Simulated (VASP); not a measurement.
# HW12C12 in VASP: single point with LDA

Aim: the single point of HW12C12 with LDA.

All numbers are computed with VASP 6.6.1; they aren't measurements. Logs are shortened: lines on timing, memory, paths and dates and some standing lists are left out, and cuts for length are marked.

**1. The cell of the first run**

The cell holds a slab with vacuum, 25 atoms: a = 5.807 Å, b = 5.679 Å, c = 17.705 Å, α = 90.00°, β = 90.00°, γ = 90.00°.

**2. Single point, LDA**

File INCAR:

```
SYSTEM = HW12C12
ALGO = Normal
EDIFF = 1E-6
ENCUT = 520
ISIF = 2
ISMEAR = -1
LASPH = .TRUE.
LCHARG = .TRUE.
LELF = .TRUE.
LREAL = Auto
LVHAR = .TRUE.
LWAVE = .FALSE.
NBANDS = 126
NELM = 80
PREC = Accurate
SIGMA = 0.15
```

File KPOINTS:

```
k-points
0
G
  3 3 1
  0 0 0
```

File POSCAR:

```
HW12C12
1.0
    5.8068000000      0.0000000000      0.0000000000
    0.0000000000      5.6794000000      0.0000000000
    0.0000000000      0.0000000000     17.7051150000
W C H
12 12 1
Direct
    0.0000000000      0.0000000000      0.0564809000
    0.2489048564     -0.0006283183      0.1948495328
   -0.0012103518      0.0052097860      0.3326310795
    0.0000000000      0.5000000000      0.0564809000
    0.2489018690      0.5005269661      0.1948525857
   -0.0011703261      0.4947805324      0.3326210718
    0.5000000000      0.0000000000      0.0564809000
    0.7487966195     -0.0022335540      0.1946341809
    0.5010217453      0.0061093411      0.3341374218
    0.5000000000      0.5000000000      0.0564809000
    0.7487996078      0.5021844884      0.1946346143
    0.5009950702      0.4937653575      0.3341464452
   -0.0012647898      0.2499742600      0.1451599469
    0.2461193567      0.2499431834      0.2847255738
   -0.2466852557      0.2499592605      0.3740986500
    0.0002449256      0.7499844732      0.1451695547
    0.2507245346      0.7499537099      0.2858346628
    0.2223857104      0.7499800267      0.3818294874
    0.4979236233      0.2499792167      0.1449282404
    0.7398734504      0.2499638122      0.2830648931
    0.2485342252      0.2499829975      0.3746136981
    0.4989811598      0.7499712437      0.1455799390
    0.7486798171      0.7499846590      0.2879410365
    0.4382225028      0.7499351244      0.4197234990
    0.4600828823      0.7499534003      0.4808654705
```

Potentials or basis: VASP PAW LDA potentials, release 64 (W_sv, C, H).

Launch:

```
$ cat potpaw_LDA.64/W_sv/POTCAR potpaw_LDA.64/C/POTCAR potpaw_LDA.64/H/POTCAR > POTCAR
$ mpirun -np 1 vasp_std > vasp.out
```

OUTCAR:

```text
SYSTEM = HW12C12
   EDIFF = 1E-6
   ENCUT = 520
   ISIF = 2
   ISMEAR = -1
   LASPH = .TRUE.
   LREAL = Auto
   NELM = 80
   PREC = Accurate

 ion  position               nearest neighbor table
   1  0.000  0.000  0.056-  13 2.12  16 2.12   4 2.84   4 2.84   2 2.84   8 2.85   7 2.90   7 2.90

   2  0.249  0.999  0.195-  14 2.13  17 2.15  16 2.21  22 2.21  19 2.21  13 2.22   5 2.83   3 2.84
                             1 2.84   5 2.85   7 2.85   9 2.87   8 2.90   8 2.90
   3  0.999  0.005  0.333-  15 2.12  18 2.13  21 2.14  14 2.17  23 2.20  17 2.22  20 2.23   6 2.78
                             2 2.84   8 2.84   9 2.89   6 2.90   9 2.92
   4  0.000  0.500  0.056-  16 2.12  13 2.12   1 2.84   1 2.84   5 2.84  11 2.85  10 2.90  10 2.90

   5  0.249  0.501  0.195-  14 2.13  17 2.15  16 2.21  22 2.21  19 2.21  13 2.22   2 2.83   6 2.84
                             4 2.84   2 2.85  10 2.85  12 2.87  11 2.90  11 2.90
   6  0.999  0.495  0.333-  15 2.12  18 2.13  21 2.14  14 2.17  23 2.20  17 2.22  20 2.23   3 2.78
                             5 2.84  11 2.84  12 2.89   3 2.90  12 2.92
   7  0.500  0.000  0.056-  19 2.11  22 2.12  10 2.84  10 2.84   8 2.84   2 2.85   1 2.90   1 2.90

   8  0.749  0.998  0.195-  20 2.12  23 2.17  22 2.20  16 2.21  13 2.22  19 2.22  11 2.81   7 2.84
                             3 2.84   1 2.85   9 2.86  11 2.86   2 2.90   2 2.90
   9  0.501  0.006  0.334-  24 2.13  15 2.14  21 2.14  20 2.16  23 2.20  14 2.21  17 2.23  18 2.33
                            12 2.77   8 2.86   2 2.87   3 2.89  12 2.91   3 2.92
  10  0.500  0.500  0.056-  19 2.11  22 2.12   7 2.84   7 2.84  11 2.84   5 2.85   4 2.90   4 2.90

  11  0.749  0.502  0.195-  20 2.12  23 2.17  22 2.20  16 2.21  13 2.22  19 2.22   8 2.81  10 2.84
                             6 2.84   4 2.85  12 2.86   8 2.86   5 2.90   5 2.90
  12  0.501  0.494  0.334-  24 2.13  15 2.14  21 2.14  20 2.16  23 2.20  14 2.21  17 2.23  18 2.33
                             9 2.77  11 2.86   5 2.87   6 2.89   9 2.91   6 2.92
  13  0.999  0.250  0.145-   1 2.12   4 2.12   5 2.22   2 2.22   8 2.22  11 2.22
  14  0.246  0.250  0.285-  21 1.59   2 2.13   5 2.13   3 2.17   6 2.17  12 2.21   9 2.21
  15  0.753  0.250  0.374-  20 1.61   3 2.12   6 2.12  12 2.14   9 2.14
  16  0.000  0.750  0.145-   4 2.12   1 2.12   2 2.21   5 2.21   8 2.21  11 2.21
  17  0.251  0.750  0.286-  18 1.71   5 2.15   2 2.15   6 2.22   3 2.22   9 2.23  12 2.23
  18  0.222  0.750  0.382-  24 1.42  17 1.71   6 2.13   3 2.13   9 2.33  12 2.33
  19  0.498  0.250  0.145-   7 2.11  10 2.11   5 2.21   2 2.21  11 2.22   8 2.22
  20  0.740  0.250  0.283-  15 1.61   8 2.12  11 2.12  12 2.16   9 2.16   3 2.23   6 2.23
  21  0.249  0.250  0.375-  14 1.59  12 2.14   9 2.14   6 2.14   3 2.14
  22  0.499  0.750  0.146-  10 2.12   7 2.12  11 2.20   8 2.20   2 2.21   5 2.21
  23  0.749  0.750  0.288-   8 2.17  11 2.17   3 2.20   6 2.20   9 2.20  12 2.20
  24  0.438  0.750  0.420-  25 1.09  18 1.42  12 2.13   9 2.13
  25  0.460  0.750  0.481-  24 1.09

  LATTYP: Found a simple orthorhombic cell.
 ALAT       =     5.6794000000
 B/A-ratio  =     1.0224319470
 C/A-ratio  =     3.1174270169

  Lattice vectors:

 A1 = (   0.0000000000,  -5.6794000000,   0.0000000000)
 A2 = (   5.8068000000,   0.0000000000,   0.0000000000)
 A3 = (   0.0000000000,   0.0000000000,  17.7051150000)

Analysis of symmetry for initial positions (statically):
=====================================================================
 Subroutine PRICEL returns:
 Original cell was already a primitive cell.

 Routine SETGRP: Setting up the symmetry group for a
 simple orthorhombic supercell.

 Subroutine GETGRP returns: Found  1 space group operations
 (whereof  1 operations were pure point group operations)
 out of a pool of  8 trial point group operations.

The static configuration has the point symmetry C_1 .

Analysis of symmetry for dynamics (positions and initial velocities):
=====================================================================
 Subroutine PRICEL returns:
 Original cell was already a primitive cell.

 Routine SETGRP: Setting up the symmetry group for a
 simple orthorhombic supercell.

 Subroutine GETGRP returns: Found  1 space group operations
 (whereof  1 operations were pure point group operations)
 out of a pool of  8 trial point group operations.

The dynamic configuration has the point symmetry C_1 .

 Subroutine INISYM returns: Found  1 space group operations
 (whereof  1 operations are pure point group operations),
 and found     1 'primitive' translations

----------------------------------------------------------------------------------------

                                     Primitive cell

  volume of cell :     583.8995

[... 69 lines left out ...]
 generate k-points for:    3    3    1

 Generating k-lattice:

  Cartesian coordinates                     Fractional coordinates (reciprocal lattice)
     0.057403963  0.000000000  0.000000000     0.333333333  0.000000000  0.000000000
     0.000000000  0.058691646  0.000000000     0.000000000  0.333333333  0.000000000
     0.000000000  0.000000000  0.056480853     0.000000000  0.000000000  1.000000000

  Length of vectors
     0.057403963  0.058691646  0.056480853

  Shift w.r.t. Gamma in fractional coordinates (k-lattice)
     0.000000000  0.000000000  0.000000000

 Subroutine IBZKPT returns following result:
 ===========================================

 Found      5 irreducible k-points:

 Following reciprocal coordinates:
            Coordinates               Weight
  0.000000  0.000000  0.000000      1.000000
  0.333333  0.000000  0.000000      2.000000
  0.000000  0.333333  0.000000      2.000000
  0.333333  0.333333  0.000000      2.000000
 -0.333333  0.333333  0.000000      2.000000
   k-points           NKPTS =      5   k-points in BZ     NKDIM =      5   number of bands    NBANDS=    126
   number of dos      NEDOS =    301   number of ions     NIONS =     25
   total plane-waves  NPLWV = 282240
   dimension x,y,z NGX =    48 NGY =   42 NGZ =  140
   dimension x,y,z NGXF=    96 NGYF=   84 NGZF=  280
   ions per type =              12  12   1
   NGX,Y,Z   is equivalent  to a cutoff of  13.74, 12.29, 13.15 a.u.
   NGXF,Y,Z  is equivalent  to a cutoff of  27.48, 24.59, 26.29 a.u.
 SYSTEM =  HW12C12
   PREC   = accura    normal or accurate (medium, high low for compatibility)
   ISTART =      0    job   : 0-new  1-cont  2-samecut
   ICHARG =      2    charge: 1-file 2-atom 10-const
   ISPIN  =      1    spin polarized calculation?
   LNONCOLLINEAR =      F non collinear calculations
   LSORBIT =      F    spin-orbit coupling
   LASPH  =      T    aspherical Exc in radial PAW
   ENCUT  =  520.0 eV  38.22 Ry    6.18 a.u.  10.80 10.56 32.92*2*pi/ulx,y,z
   NELM   =     80;   NELMIN=  2; NELMDL= -5     # of ELM steps
   EDIFF  = 0.1E-05   stopping-criterion for ELM
   LREAL  =      T    real-space projection
   EDIFFG = 0.1E-04   stopping-criterion for IOM
   NSW    =      0    number of steps for IOM
   IBRION =     -1    ionic relax: 0-MD 1-quasi-New 2-CG
   NFREE  =      0    steps in history (QN), initial steepest desc. (CG)
   ISIF   =      2    stress and relaxation
   ISYM   =      2    0-nonsym 1-usesym 2-fastsym
   POTIM  = 0.5000    time-step for ionic-motion
   TEBEG  =    0.0;   TEEND  =   0.0 temperature during run
   PSTRESS=    0.0 pullay stress
   NELECT =     217.0000    total number of electrons
   NUPDOWN=      -1.0000    fix difference up-down
   EMIN   =  10.00;   EMAX   =-10.00  energy-range for DOS
   EFERMI =   0.00;   METHOD = LEGACY
   ISMEAR =    -1;   SIGMA  =   0.15  broadening in eV -4-tet -1-fermi 0-gaus
   EFERMI_NEDOS =   21; number of points for ismear=-14 and -15
   IALGO  =     38    algorithm
   IMIX   =      4    mixing-type and parameters
     AMIX     =   0.40;   BMIX     =  1.00
     AMIX_MAG =   1.60;   BMIX_MAG =  1.00
  volume/ion in A,a.u.               =      23.36       157.61
  Fermi-wavevector in a.u.,A,eV,Ry     =   1.177015  2.224236 18.849030  1.385365
  Thomas-Fermi vector in A             =   2.313369
   LORBIT       =      0    0 simple, 1 ext, 2 COOP (PROOUT), +10 PAW based schemes
   GGA     = CA    functional components
   LHFCALC =     F    Hartree Fock is set to
   AEXX    =    0.0000 exact exchange contribution
   IVDW    =     0    specifies the selected vdW correction
   LEPSILON=     F    determine dielectric tensor
   LRPA    =     F    only Hartree local field effects (RPA)
 non-spin polarized calculation
  energy-cutoff  :      520.00
  volume of cell :      583.90
 maximum number of plane-waves:     15741
 NGX is ok and might be reduce to    48
   NGX = 21   NGY = 21   NGZ = 65

 number of electron     217.0000009 magnetization

 Free energy of the ion-electron system (eV)
  ---------------------------------------------------
  ext. energy  EPLUGINS =         0.00000000
  ---------------------------------------------------
  free energy    TOTEN  =      -277.85811548 eV

  energy without entropy =     -277.07645076  energy(sigma->0) =     -277.46728312

 E-fermi :   2.3498     XC(G=0):  -7.1731

 val. band max:        2.3199494810   @ k =   0.0000   0.3333   0.0000
 cond. band min:       2.3995909388   @ k =   0.3333   0.3333   0.0000
 fundamental gap:      0.0796414578
 Fermi energy:         2.3498221029

 k-point     1 :       0.0000    0.0000    0.0000
  band No.  band energies     occupation
      1     -72.0782      2.00000
      2     -72.0331      2.00000
      3     -71.9881      2.00000
      4     -71.9440      2.00000
      5     -71.7557      2.00000
      6     -71.7141      2.00000
[... 604 lines left out ...]
    119       3.5993      0.00048
    120       3.7439      0.00018
 [bands above 120 left out]

------------------------ aborting loop because EDIFF is reached ----------------------------------------

  FORCE on cell =-STRESS in cart. coord.  units (eV):
  Direction    XX          YY          ZZ          XY          YZ          ZX
  --------------------------------------------------------------------------------------
  -------------------------------------------------------------------------------------
  Total      -14.2793036     -8.6690566      2.9765175      0.0001994      0.0120043      0.0220478
  in kB      -39.1813625    -23.7872560      8.1673460      0.0005472      0.0329390      0.0604974
  external PRESSURE =     -18.2670908 kB  Pullay stress =       0.0000000 kB

 VOLUME and BASIS-vectors are now :
 -----------------------------------------------------------------------------
  energy-cutoff  :      520.00
  volume of cell :      583.90
      direct lattice vectors                 reciprocal lattice vectors
     5.806800000  0.000000000  0.000000000     0.172211890  0.000000000  0.000000000
     0.000000000  5.679400000  0.000000000     0.000000000  0.176074937  0.000000000
     0.000000000  0.000000000 17.705115000     0.000000000  0.000000000  0.056480853

 POSITION                                       TOTAL-FORCE (eV/Angst)
 -----------------------------------------------------------------------------------
      0.00000      0.00000      1.00000         0.014656     -0.033221     -0.106107
      1.44534      5.67583      3.44983         0.006014      0.009881     -0.011247
      5.79977      0.02959      5.88927        -0.040748     -0.042539      0.065355
      0.00000      2.83970      1.00000         0.014671      0.030966     -0.105643
      1.44532      2.84269      3.44989         0.006468     -0.005755     -0.012356
      5.80000      2.81006      5.88909        -0.046534      0.037228      0.066158
[... 17 lines left out ...]
      2.54467      4.25918      7.43125         0.035077      0.001531      0.087675
      2.67161      4.25929      8.51378         0.006233     -0.000026      0.041950
 -----------------------------------------------------------------------------------
    total drift:                               -0.007780      0.000764      0.046468

  FREE ENERGIE OF THE ION-ELECTRON SYSTEM (eV)
  ---------------------------------------------------
  free  energy   TOTEN  =      -277.8581154849 eV

  energy  without entropy=     -277.0764507614  energy(sigma->0) =     -277.46728312
```

Run time: 13 min. Hardware: 1 thread of Intel Xeon Platinum 8488C (Sapphire Rapids), shared host; peak memory 0.55 GiB.

What came out:

| Quantity | Value |
| --- | --- |
| Free energy | -277.8581 eV |
| Largest force | 0.179 eV/Å |

Forces in eV/Å, atoms in the order of the input:
```
W    0.015 -0.033 -0.106
W    0.006  0.010 -0.011
W   -0.041 -0.043  0.065
W    0.015  0.031 -0.106
W    0.006 -0.006 -0.012
W   -0.047  0.037  0.066
W   -0.014 -0.070 -0.164
W    0.005  0.001 -0.014
W    0.040 -0.044  0.047
W   -0.014  0.068 -0.164
W    0.005 -0.001 -0.014
W    0.045  0.047  0.044
C   -0.005  0.001  0.004
C   -0.013  0.000 -0.052
C   -0.001  0.002  0.122
C    0.000  0.000  0.007
C    0.008  0.001  0.010
C   -0.032  0.001  0.041
C   -0.002  0.000  0.007
C    0.000  0.001 -0.047
C    0.001 -0.002  0.131
C   -0.007  0.000 -0.004
C   -0.012 -0.002  0.021
C    0.035  0.002  0.088
H    0.006  0.000  0.042
```

Caveat: the k points lie up to 0.37 Å⁻¹ apart; spin-orbit coupling is left out, which moves the levels of the heavy elements.
